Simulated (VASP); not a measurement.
Runs of VASP 6.6.1 on GaSb. The structure is that of space group F-43m (No. 216), or close to it. The cells are those of the table. 

| cell | gap on the mesh (eV) | pressure (GPa) |
| --- | --- | --- |
| atoms relaxed from a = 4.278 Å, angles 60.0°, 2 atoms | 0.71 | 2.5 |
| atoms relaxed from a = 4.366 Å, angles 60.0°, 2 atoms | 0.24 | -0.9 |
| atoms relaxed from a = 4.394 Å, angles 60.0°, 2 atoms | - | -1.8 |
| atoms relaxed from a = 4.249 Å, angles 60.0°, 2 atoms | (a) | 4.0 |

Alike in all rows: task relaxation of the atoms; level r2SCAN; potentials or basis VASP PAW PBE potentials, release 64 (Ga_d, Sb); no spin polarisation; k mesh 10 × 10 × 10; cutoff (eV) 520; smearing fermi-dirac 0.1 eV.

**Question.** Estimate the missing entries.

**Answer.** (a) 0.81.

Caveats: the relaxation stopped at its first step, so nothing moved; the PAW data sets were made with another functional, which shifts forces and pressure a little; spin-orbit coupling is left out, which moves the levels of the heavy elements.

A k mesh can miss the band edges, and the runs leave out spin-orbit coupling on Ga, Sb.
